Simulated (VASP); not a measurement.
# As in VASP: further runs

As is run at these levels: PBE; tasks: single point, relaxation of cell and atoms.

Program: VASP 6.6.1. These are calculated values, not measurements. Logs are shortened: lines on timing, memory, paths and dates and some standing lists are left out, and cuts for length are marked.

## (1) The cell of the first run

The typed cell holds 1 atom: a = 2.907 Å, b = 2.907 Å, c = 2.705 Å, α = 90.00°, β = 90.00°, γ = 119.93°.

## (2) Single point, PBE

The input, INCAR:

```
SYSTEM = As
PREC = Accurate
ENCUT = 520
EDIFF = 1E-7
ISMEAR = 0
SIGMA = 0.1
LREAL = .FALSE.
LASPH = .TRUE.
NELM = 80
ALGO = Normal
ISIF = 2
LWAVE = .FALSE.
LCHARG = .FALSE.
GGA = PE
NBANDS = 8
```

The input, KPOINTS:

```
Automatic mesh
0
G
  6 6 8
  0 0 0
```

The input, POSCAR:

```
As
1.0
    1.4550684417     -2.5167695277      0.0000000000
    1.4550684417      2.5167695277      0.0000000000
    0.0000000000      0.0000000000      2.7054258483
As
1
Direct
    0.5000000000      0.5000000000      0.0000000000
```

Potentials or basis: VASP PAW PBE potentials, release 64 (As).

On the command line:

```
$ cat potpaw_PBE.64/As/POTCAR > POTCAR
$ mpirun -np 1 vasp_std > vasp.out
```

OUTCAR:

```text
SYSTEM = As
   PREC = Accurate
   ENCUT = 520
   EDIFF = 1E-7
   ISMEAR = 0
   LREAL = .FALSE.
   LASPH = .TRUE.
   NELM = 80
   ISIF = 2
   GGA = PE

 ion  position               nearest neighbor table
   1  0.500  0.500  0.000-

  LATTYP: Found a base centered orthorhombic cell.
 ALAT       =     2.9101368834
 B/A-ratio  =     1.7296571457
 C/A-ratio  =     0.9296558742

  Lattice vectors:

 A1 = (   1.4550684417,  -2.5167695277,   0.0000000000)
 A2 = (   1.4550684417,   2.5167695277,   0.0000000000)
 A3 = (   0.0000000000,   0.0000000000,   2.7054258483)

Analysis of symmetry for initial positions (statically):
=====================================================================
 Subroutine PRICEL returns:
 Original cell was already a primitive cell.

 Routine SETGRP: Setting up the symmetry group for a
 base centered orthorhombic supercell.

 Subroutine GETGRP returns: Found  8 space group operations
 (whereof  8 operations were pure point group operations)
 out of a pool of  8 trial point group operations.

The static configuration has the point symmetry D_2h.

Analysis of symmetry for dynamics (positions and initial velocities):
=====================================================================
 Subroutine PRICEL returns:
 Original cell was already a primitive cell.

 Routine SETGRP: Setting up the symmetry group for a
 base centered orthorhombic supercell.

 Subroutine GETGRP returns: Found  8 space group operations
 (whereof  8 operations were pure point group operations)
 out of a pool of  8 trial point group operations.

The dynamic configuration has the point symmetry D_2h.

 Subroutine INISYM returns: Found  8 space group operations
 (whereof  8 operations are pure point group operations),
 and found     1 'primitive' translations

----------------------------------------------------------------------------------------

                                     Primitive cell

  volume of cell :      19.8149

  direct lattice vectors                    reciprocal lattice vectors
     1.455068442 -2.516769528  0.000000000     0.343626448 -0.198667377  0.000000000
     1.455068442  2.516769528  0.000000000     0.343626448  0.198667377  0.000000000
     0.000000000  0.000000000  2.705425848     0.000000000  0.000000000  0.369627577

  length of vectors
     2.907121089  2.907121089  2.705425848     0.396922993  0.396922993  0.369627577

  position of ions in fractional coordinates (direct lattice)
     0.500000000  0.500000000  0.000000000

  ion indices of the primitive-cell ions
   primitive index   ion index
                 1           1

----------------------------------------------------------------------------------------

 KPOINTS: Automatic mesh

Automatic generation of k-mesh.
 Grid dimensions read from file:
 generate k-points for:    6    6    8

 Generating k-lattice:

  Cartesian coordinates                     Fractional coordinates (reciprocal lattice)
     0.057271075 -0.033111229  0.000000000     0.166666667 -0.000000000  0.000000000
     0.057271075  0.033111229  0.000000000    -0.000000000  0.166666667  0.000000000
     0.000000000  0.000000000  0.046203447     0.000000000  0.000000000  0.125000000

  Length of vectors
     0.066153832  0.066153832  0.046203447

  Shift w.r.t. Gamma in fractional coordinates (k-lattice)
     0.000000000  0.000000000  0.000000000

 Subroutine IBZKPT returns following result:
 ===========================================

 Found     65 irreducible k-points:

 Following reciprocal coordinates:
            Coordinates               Weight
  0.000000  0.000000  0.000000      1.000000
  0.166667  0.000000  0.000000      4.000000
  0.333333  0.000000  0.000000      4.000000
  0.500000  0.000000  0.000000      2.000000
  0.166667  0.166667  0.000000      2.000000
  0.333333  0.166667  0.000000      4.000000
[... 16 lines left out ...]
  0.333333  0.333333  0.125000      4.000000
  0.500000  0.333333  0.125000      8.000000
 [... further k-points ...]
   k-points           NKPTS =     65   k-points in BZ     NKDIM =     65   number of bands    NBANDS=      8
   number of dos      NEDOS =    301   number of ions     NIONS =      1
   total plane-waves  NPLWV =  11520
   dimension x,y,z NGX =    24 NGY =   24 NGZ =   20
   dimension x,y,z NGXF=    48 NGYF=   48 NGZF=   40
   ions per type =               1
   NGX,Y,Z   is equivalent  to a cutoff of  13.72, 13.72, 12.29 a.u.
   NGXF,Y,Z  is equivalent  to a cutoff of  27.45, 27.45, 24.58 a.u.
 SYSTEM =  As
   PREC   = accura    normal or accurate (medium, high low for compatibility)
   ISTART =      0    job   : 0-new  1-cont  2-samecut
   ICHARG =      2    charge: 1-file 2-atom 10-const
   ISPIN  =      1    spin polarized calculation?
   LNONCOLLINEAR =      F non collinear calculations
   LSORBIT =      F    spin-orbit coupling
   LASPH  =      T    aspherical Exc in radial PAW
   ENCUT  =  520.0 eV  38.22 Ry    6.18 a.u.   5.41  5.41  5.03*2*pi/ulx,y,z
   NELM   =     80;   NELMIN=  2; NELMDL= -5     # of ELM steps
   EDIFF  = 0.1E-06   stopping-criterion for ELM
   LREAL  =      F    real-space projection
   EDIFFG = 0.1E-05   stopping-criterion for IOM
   NSW    =      0    number of steps for IOM
   IBRION =     -1    ionic relax: 0-MD 1-quasi-New 2-CG
   NFREE  =      0    steps in history (QN), initial steepest desc. (CG)
   ISIF   =      2    stress and relaxation
   ISYM   =      2    0-nonsym 1-usesym 2-fastsym
   POTIM  = 0.5000    time-step for ionic-motion
   TEBEG  =    0.0;   TEEND  =   0.0 temperature during run
   PSTRESS=    0.0 pullay stress
   NELECT =       5.0000    total number of electrons
   NUPDOWN=      -1.0000    fix difference up-down
   EMIN   =  10.00;   EMAX   =-10.00  energy-range for DOS
   EFERMI =   0.00;   METHOD = LEGACY
   ISMEAR =     0;   SIGMA  =   0.10  broadening in eV -4-tet -1-fermi 0-gaus
   EFERMI_NEDOS =   21; number of points for ismear=-14 and -15
   IALGO  =     38    algorithm
   IMIX   =      4    mixing-type and parameters
     AMIX     =   0.40;   BMIX     =  1.00
     AMIX_MAG =   1.60;   BMIX_MAG =  1.00
  volume/ion in A,a.u.               =      19.81       133.72
  Fermi-wavevector in a.u.,A,eV,Ry     =   1.034508  1.954937 14.561057  1.070208
  Thomas-Fermi vector in A             =   2.168807
   LORBIT       =      0    0 simple, 1 ext, 2 COOP (PROOUT), +10 PAW based schemes
   GGA     = PE    functional components
   LHFCALC =     F    Hartree Fock is set to
   AEXX    =    0.0000 exact exchange contribution
   IVDW    =     0    specifies the selected vdW correction
   LEPSILON=     F    determine dielectric tensor
   LRPA    =     F    only Hartree local field effects (RPA)
 non-spin polarized calculation
 Gauss-broadening in eV      SIGMA  =   0.10
  energy-cutoff  :      520.00
  volume of cell :       19.81
 maximum number of plane-waves:       551
 NGX is ok and might be reduce to    24
   NGX = 11   NGY = 11   NGZ = 11

 number of electron       5.0000000 magnetization

 Free energy of the ion-electron system (eV)
  ---------------------------------------------------
  ext. energy  EPLUGINS =         0.00000000
  ---------------------------------------------------
  free energy    TOTEN  =        -4.40245381 eV

  energy without entropy =       -4.39918705  energy(sigma->0) =       -4.40082043

 E-fermi :   5.8431     XC(G=0): -10.5140

 val. band max:        5.7849241273   @ k =  -0.3333   0.3333   0.2500
 cond. band min:       6.3381558316   @ k =  -0.3333   0.1667   0.3750
 fundamental gap:      0.5532317044
 Fermi energy:         5.8430607899

 k-point     1 :       0.0000    0.0000    0.0000
  band No.  band energies     occupation
      1      -8.9054      2.00000
      2      10.2042      0.00000
      3      10.9275      0.00000
      4      10.9480      0.00000
      5      14.5863      0.00000
      6      17.7336      0.00000
      7      18.2895      0.00000
      8      18.3293      0.00000

 k-point     2 :       0.1667    0.0000    0.0000
  band No.  band energies     occupation
      1      -8.3086      2.00000
      2       7.1599      0.00000
      3       9.7891      0.00000
      4      10.7196      0.00000
      5      14.9912      0.00000
      6      16.0676      0.00000
      7      20.6399      0.00000
      8      20.8077      0.00000

 k-point     3 :       0.3333    0.0000    0.0000
  band No.  band energies     occupation
      1      -6.6198      2.00000
      2       2.1888      2.00000
      3       8.2781      0.00000
      4      12.0388      0.00000
      5      13.2377      0.00000
      6      17.5783      0.00000
      7      23.0201      0.00000
      8      23.8309      0.00000

 k-point     4 :       0.5000    0.0000    0.0000
  band No.  band energies     occupation
      1      -5.0133      2.00000
      2      -0.5934      2.00000
      3       7.7028      0.00000
      4      12.5866      0.00000
      5      12.9844      0.00000
      6      19.6661      0.00000
      7      21.0376      0.00000
      8      21.5479      0.00000

 k-point     5 :       0.1667    0.1667    0.0000
  band No.  band energies     occupation
      1      -7.1576      2.00000
      2       4.1499      2.00000
      3       6.6898      0.00000
      4      11.6504      0.00000
      5      16.7296      0.00000
      6      17.1825      0.00000
      7      19.6714      0.00000
      8      24.5433      0.00000
[... 177 lines left out ...]
 k-point    22 :      -0.1667    0.1667    0.1250
  band No.  band energies     occupation
      1      -8.0201      2.00000
      2       7.3083      0.00000
      3       8.1003      0.00000
      4      10.0142      0.00000
      5      15.6080      0.00000
      6      18.8097      0.00000
      7      20.7492      0.00000
      8      20.8688      0.00000

 k-point    23 :       0.3333    0.3333    0.1250
  band No.  band energies     occupation
      1      -3.9504      2.00000
      2       1.6078      2.00000
      3       1.6093      2.00000
      4      11.1848      0.00000
      5      18.5436      0.00000
      6      18.5458      0.00000
      7      22.6647      0.00000
      8      22.9747      0.00000

 k-point    24 :       0.5000    0.3333    0.1250
  band No.  band energies     occupation
      1      -4.9318      2.00000
      2       0.9355      2.00000
      3       5.0003      2.00000
      4      10.5196      0.00000
      5      17.0404      0.00000
      6      17.7233      0.00000
      7      21.5406      0.00000
      8      22.6860      0.00000

 [... further k-points ...]
[... 5 lines left out ...]
  --------------------------------------------------------------------------------------
  -------------------------------------------------------------------------------------
  Total        0.0198884      0.0121949      0.0026416     -0.0000000      0.0000000      0.0000000
  in kB        1.6081183      0.9860401      0.2135930     -0.0000000      0.0000000      0.0000000
  external PRESSURE =       0.9359171 kB  Pullay stress =       0.0000000 kB

 VOLUME and BASIS-vectors are now :
 -----------------------------------------------------------------------------
  energy-cutoff  :      520.00
  volume of cell :       19.81
      direct lattice vectors                 reciprocal lattice vectors
     1.455068442 -2.516769528  0.000000000     0.343626448 -0.198667377  0.000000000
     1.455068442  2.516769528  0.000000000     0.343626448  0.198667377  0.000000000
     0.000000000  0.000000000  2.705425848     0.000000000  0.000000000  0.369627577

 POSITION                                       TOTAL-FORCE (eV/Angst)
 -----------------------------------------------------------------------------------
      1.45507      0.00000      0.00000         0.000000      0.000000      0.000000
 -----------------------------------------------------------------------------------
    total drift:                               -0.000000     -0.000000     -0.000000

  FREE ENERGIE OF THE ION-ELECTRON SYSTEM (eV)
  ---------------------------------------------------
  free  energy   TOTEN  =        -4.4024538138 eV

  energy  without entropy=       -4.3991870483  energy(sigma->0) =       -4.40082043
```

Wall time 5.4 s (1 thread of Intel Xeon 6975P-C, shared host); peak memory 0.13 GiB.

Results:

```yaml
Free_energy: -4.4025 eV
Pressure: 0.1 GPa
```

Caveat: the k points lie up to 0.42 Å⁻¹ apart.

## (3) Single point, PBE

This run uses another cell than the first one, of 20.08 Å³/atom, 1.013 times its volume.

The input, INCAR:

```
PREC = Accurate
ENCUT = 520
EDIFF = 1E-6
ISMEAR = 0
SIGMA = 0.1
LREAL = False
LASPH = True
NELM = 60
ALGO = Normal
ISIF = 2
LWAVE = False
LCHARG = True
GGA = PE
LELF = True
LVHAR = True
NBANDS = 8
```

The input, KPOINTS:

```
regular mesh
0
Gamma
  24 24 20
```

The input, POSCAR:

```
As
1.0
    2.9060753796      0.0000000000      0.0000000000
   -1.4530376898      2.5167351040      0.0000000000
    0.0000000000      0.0000000000      2.7450100084
As
1
Direct
    0.0000000000      0.0000000000      0.0000000000
```

Potentials or basis: VASP PAW PBE potentials, release 64 (As).

On the command line:

```
$ cat potpaw_PBE.64/As/POTCAR > POTCAR
$ mpirun -np 1 vasp_std > vasp.out
```

Wall time 32 s (1 thread of Intel Xeon 6975P-C, shared host); peak memory 0.22 GiB.

The run converged. Its results:

* Free energy: -4.3960 eV
* Pressure: 0.1 GPa

Levels at points of the mesh, in eV from the Fermi level:
| k point | band 1 | band 2 | band 3 | band 4 | band 5 | band 6 | band 7 |
| --- | --- | --- | --- | --- | --- | --- | --- |
| (0.00, 0.00, 0.00) | -14.82 | 3.79 | 5.04 | 5.04 | 8.34 | 11.70 | 12.39 |
| (0.50, 0.00, 0.00) | -10.89 | -6.53 | 1.78 | 6.60 | 6.66 | 13.33 | 14.60 |
| (0.00, 0.00, 0.50) | -11.88 | -6.80 | 7.04 | 7.04 | 14.93 | 14.93 | 14.95 |
| (0.50, 0.00, 0.50) | -7.77 | -4.04 | -3.48 | 2.89 | 3.93 | 9.99 | 12.34 |

## (4) Relaxation of cell and atoms, PBE

The input, INCAR:

```
SYSTEM = As
ALGO = Normal
EDIFF = 1E-7
EDIFFG = -0.01
ENCUT = 600
GGA = PE
IBRION = 2
ISIF = 3
ISMEAR = 0
LASPH = .TRUE.
LCHARG = .FALSE.
LREAL = .FALSE.
LWAVE = .FALSE.
NELM = 60
NSW = 100
PREC = Accurate
SIGMA = 0.1
```

The input, KPOINTS:

```
k-points
0
G
  24 24 20
  0 0 0
```

The input, POSCAR:

```
As
1.0
    2.9086289861      0.0000000000      0.0000000000
   -1.4543144931      2.5189465922      0.0000000000
    0.0000000000      0.0000000000      2.7054258483
As
1
Direct
    0.0000000000      0.0000000000      0.0000000000
```

On the command line:

```
$ cat potpaw_PBE.64/As/POTCAR > POTCAR
$ mpirun -np 1 vasp_std > vasp.out
```

Wall time 98 s (1 thread of Intel Xeon 6975P-C, shared host); peak memory 0.24 GiB.

The run converged. Its results:

- Free energy: -4.3960 eV
- Relaxed volume: 20.10 Å³/atom
- Relaxed cell: a = 2.906 Å, b = 2.906 Å, c = 2.747 Å, α = 90.00°, β = 90.00°, γ = 120.00°
- Space group after relaxing (to 0.05 Å): P6/mmm (No. 191)
- Energy gained by relaxing: 2.9 meV/atom
- Ionic steps: 5
- Pressure after relaxing: 0.0 GPa

Stress tensor (GPa, compression positive):
```
 0.05  0.00  0.00
 0.00  0.05  0.00
 0.00  0.00 -0.04
```

Step by step:
```csv
step,energy change (eV),largest force (eV/Å),pressure (GPa),volume (Å³)
1,0.0000,0.0000,1.11,19.82
2,-0.0027,0.0000,-0.42,20.22
3,-0.0029,0.0000,-0.11,20.13
4,-0.0029,0.0000,-0.14,20.14
5,-0.0029,0.0000,0.02,20.10
```

Final structure:
```
As
1.0
     2.90636    0.00000    0.00000
    -1.45318    2.51698    0.00000
     0.00000    0.00000    2.74737
As
1
Direct
  0.00000 0.00000 0.00000
```

Levels at points of the mesh, in eV from the Fermi level:
```csv
k point,band 1,band 2,band 3,band 4,band 5,band 6
"(0.00, 0.00, 0.00)",-14.81,3.76,5.04,5.04,8.33,11.70
"(0.50, 0.00, 0.00)",-10.88,-6.53,1.78,6.57,6.67,13.32
"(0.00, 0.00, 0.50)",-11.88,-6.79,7.04,7.04,14.93,14.94
"(0.50, 0.00, 0.50)",-7.78,-4.04,-3.47,2.89,3.92,9.98
```

## (5) Overview

| task | cell | k mesh | cutoff (eV) | gap on the mesh (eV) | pressure (GPa) |
| --- | --- | --- | --- | --- | --- |
| single point | a = 2.907, b = 2.907, c = 2.705 Å, angles 90.0, 90.0, 119.9°, 1 atom | 6 × 6 × 8 | 520 | none | 0.1 |
| single point | a = 2.906, b = 2.906, c = 2.745 Å, angles 90.0, 90.0, 120.0°, 1 atom | 24 × 24 × 20 | 520 | none | 0.1 |
| relaxation of cell and atoms | relaxed from a = 2.909, b = 2.909, c = 2.705 Å, angles 90.0, 90.0, 120.0°, 1 atom | 24 × 24 × 20 | 600 | none | 0.0 |

Alike in all rows: level PBE; potentials or basis VASP PAW PBE potentials, release 64 (As); no spin polarisation; smearing gaussian 0.1 eV.

Caveats: some runs use coarse meshes.

Absolute energies hang on the potentials; compare differences alone.
